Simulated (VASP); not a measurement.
Runs of VASP 6.6.1 on GaP (rocksalt type). The structure is that of space group Fm-3m (No. 225), or close to it. The cells are those of the table. 

| task | level | potentials or basis | spin | cell | cutoff (eV) | k mesh for the DOS | occupations for the DOS | gap on the mesh (eV) | pressure (GPa) |
| --- | --- | --- | --- | --- | --- | --- | --- | --- | --- |
| single point | LDA | VASP PAW LDA potentials, release 64 (Ga_d, P) | off | a = 3.649 Å, angles 60.0°, 2 atoms | 520 | - | - | none | (a) |
| single point | PBE | VASP PAW PBE potentials, release 64 (Ga_d, P) | non-collinear, zero start, SOC | a = 3.649 Å, angles 60.0°, 2 atoms | 520 | - | - | - | 0.0 |
| electric field gradients | PBEsol | VASP PAW PBE potentials, release 64 (Ga_d, P) | off | a = 3.649 Å, angles 60.0°, 2 atoms | 520 | - | - | none | -3.6 |
| electric field gradients | PBE | VASP PAW PBE potentials, release 64 (Ga_d, P) | off | a = 3.587 Å, angles 60.0°, 2 atoms | 520 | - | - | none | 5.1 |
| relaxation of cell and atoms | PBE | VASP PAW PBE potentials, release 64 (Ga_d, P) | off | relaxed from a = 3.319 Å, angles 60.0°, 2 atoms | 600 | - | - | none | 0.0 |
| electric field gradients | PBE | VASP PAW PBE potentials, release 64 (Ga_d, P) | off | a = 3.649 Å, angles 60.0°, 2 atoms | 520 | - | - | none | 0.1 |
| single point | PBEsol | VASP PAW PBE potentials, release 64 (Ga_d, P) | off | a = 3.649 Å, angles 60.0°, 2 atoms | 520 | - | - | none | -3.6 |
| single point | PBE | VASP PAW PBE potentials, release 64 (Ga_d, P) | off | a = 3.619 Å, angles 60.0°, 2 atoms | 520 | - | - | none | 2.4 |
| single point | PBE | VASP PAW PBE potentials, release 64 (Ga_d, P) | off | a = 3.649 Å, angles 60.0°, 2 atoms | 520 | - | - | none | 0.1 |

Alike in all rows: k mesh 12 × 12 × 12; smearing fermi-dirac 0.05 eV.

Question: Fill in the values left out.

Answer: (a) -5.7.

Caveats: the PAW data sets were made with another functional, which shifts forces and pressure a little (some runs).

A k mesh can miss the band edges, and rows without SOC leave out spin-orbit coupling on Ga.

A gap of «none» marks levels without a gap at the run's occupations.
